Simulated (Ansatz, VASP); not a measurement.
**Two plane-wave programs on Sn**

```
CELL_PARAMETERS angstrom
-1.72568 1.75282 2.34982
1.72568 -1.75282 2.34982
1.72568 1.75282 -2.34982
ATOMIC_POSITIONS crystal
Sn 0.00000 0.00000 0.00000
```

Alike in both runs: task single point; functional r2SCAN; k mesh 16 × 16 × 16; occupations gaussian, width 0.1 eV; no spin polarisation.

```csv
,VASP,Ansatz
version,VASP 6.6.1,Ansatz 0.2.0
potentials or method,"VASP PAW PBE potentials, release 64 (Sn_d), cutoff 520 eV","scalar-relativistic, plane waves, PAW"
valence electrons in the cell,14,14
```

|  | VASP | Ansatz | Ansatz less VASP |
| --- | --- | --- | --- |
| gap on the k mesh at the Fermi level (eV) | none | none | - |
| pressure (GPa) | -1.9 | -1.9 | +0.03 |
| traceless stress, the component that is largest in VASP (GPa) | 0.33 | 0.33 | -0.001 |

VASP's potentials were made for PBE, not for r2SCAN. A gap of «none» marks a metal or a gap that the smearing closes. With one functional, cell and mesh, what is left measures potentials, basis and numerics.
